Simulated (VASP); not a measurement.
Tl: relaxation of cell and atoms with PBE

Crystal: Tl.

```
CELL_PARAMETERS angstrom
3.61243 0.00000 0.00000
-1.80621 3.12846 0.00000
0.00000 0.00000 5.56527
ATOMIC_POSITIONS crystal
Tl 0.33333 0.66667 0.75000
Tl 0.66667 0.33333 0.25000
```

* Program: VASP 6.6.1
* Task: relaxation of cell and atoms
* Functional: PBE
* Potentials or basis: VASP PAW PBE potentials, release 64 (Tl_d)
* Cutoff: 600 eV
* k mesh: 15 × 15 × 8
* Occupations: gaussian, width 0.1 eV
* Spin: no spin polarisation
* Dipole correction: no
* Further INCAR settings: ALGO = Fast; EDIFF = 1e-06; IBRION = 2; EDIFFG = -0.005; NSW = 100; ISIF = 3

```yaml
Relaxed_volume: 31.42 Å³/atom
Relaxed_cell: a = 3.611 Å, b = 3.611 Å, c = 5.564 Å, α = 90.00°, β = 90.00°, γ = 120.00°
Space_group_after_relaxing_to_0.1_Å: P6_3/mmc (No. 194)
Energy_gained_by_relaxing: 0.0 meV/atom
Ionic_steps: 2
Pressure_after_relaxing: 0.0 GPa
Band_gap_on_the_k_mesh: zero (bands 13 and 14 overlap by 5.45 eV)
```

Final structure:
```yaml
crystal:
  lattice:
    - [3.61108, 0.00000, 0.00000]
    - [-1.80554, 3.12728, 0.00000]
    - [0.00000, 0.00000, 5.56372]
  atoms:
    - { symbol: Tl, position: [0.33333, 0.66667, 0.75000] }
    - { symbol: Tl, position: [0.66667, 0.33333, 0.25000] }
```

Levels at points of the mesh, in eV from the Fermi level:
| k point | band 9 | band 10 | band 11 | band 12 | band 13 | band 14 | band 15 | band 16 | band 17 |
| --- | --- | --- | --- | --- | --- | --- | --- | --- | --- |
| (0.00, 0.00, 0.00) | -11.13 | -11.13 | -9.47 | -4.85 | -2.38 | 6.93 | 6.93 | 8.92 | 8.92 |
| (0.00, 0.00, 0.50) | -11.21 | -11.21 | -8.10 | -8.10 | 3.49 | 3.49 | 7.89 | 7.89 | 7.89 |

Run time: 2.1 min on 1 thread of AMD EPYC 9R45 96-Core Processor (Zen 5), with other jobs on the host, peak memory 0.28 GiB.

Caveat: spin-orbit coupling is left out, which moves the levels of the heavy elements.
